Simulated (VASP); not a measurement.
A run of VASP 6.6.1 is set up as follows.

POSCAR

```
BaHfO3
1.0
    4.1581190890      0.0000000000      0.0000000000
    0.0000000000      4.1581190890      0.0000000000
    0.0000000000      0.0000000000      4.1581190890
Ba Hf O
1 1 3
Direct
    0.5000000000      0.5000000000      0.5000000000
    0.0000000000      0.0000000000      0.0000000000
    0.0000000000      0.5000000000      0.0000000000
    0.5000000000      0.0000000000      0.0000000000
    0.0000000000      0.0000000000      0.5000000000
```

Contents of INCAR.step1:

```
SYSTEM = BaHfO3
PREC     = Accurate       ! precision mode
ENCUT    = 660            ! plane-wave cutoff, eV
ISMEAR   = 0              ! smearing method
SIGMA    = 0.02           ! smearing width, eV
LREAL    = .False.        ! projectors in reciprocal space
LASPH    = .True.         ! aspherical terms in the spheres
NELM     = 120            ! most SCF steps
NBANDS   = 27             ! bands
GGA      = PE             ! functional
ALGO     = Normal         ! electronic algorithm
EDIFF    = 1E-5           ! SCF threshold, eV
LWAVE    = .True.         ! write WAVECAR
LCHARG   = .False.        ! write CHGCAR
GGA_COMPAT= .False.
```

INCAR.step2

```
SYSTEM = BaHfO3
PREC     = Accurate       ! precision mode
ENCUT    = 660            ! plane-wave cutoff, eV
EDIFF    = 1E-6           ! SCF threshold, eV
ISMEAR   = 0              ! smearing method
SIGMA    = 0.02           ! smearing width, eV
LREAL    = .False.        ! projectors in reciprocal space
LASPH    = .True.         ! aspherical terms in the spheres
NELM     = 120            ! most SCF steps
ALGO     = Normal         ! electronic algorithm
ISIF     = 2              ! what is computed and relaxed
LWAVE    = .False.        ! write WAVECAR
LCHARG   = .False.        ! write CHGCAR
METAGGA  = R2SCAN         ! meta-GGA
LMIXTAU  = .True.       
NBANDS   = 27             ! bands
ISTART   = 1            
GGA_COMPAT= .False.
```

The input KPOINTS:

```
regular mesh
0
Gamma
  6 6 6
  0 0 0
```

Potentials or basis: VASP PAW PBE potentials, release 64 (Ba_sv, Hf_pv, O).

The run is started by

```console
$ cat potpaw_PBE.64/Ba_sv/POTCAR potpaw_PBE.64/Hf_pv/POTCAR potpaw_PBE.64/O/POTCAR > POTCAR
$ cp INCAR.step1 INCAR
$ mpirun -np 1 vasp_std > vasp.out
$ cp INCAR.step2 INCAR
$ mpirun -np 1 vasp_std > vasp.out
```

Q: Estimate the pressure.

A: 1.5 GPa.

Q: Estimate the band gap on the k mesh.

A: 4.14 eV, indirect (least direct gap 4.37 eV).

Caveat: the PAW data sets were made with another functional, which shifts forces and pressure a little; spin-orbit coupling is left out, which moves the levels of the heavy elements. A k mesh can miss the band edges.
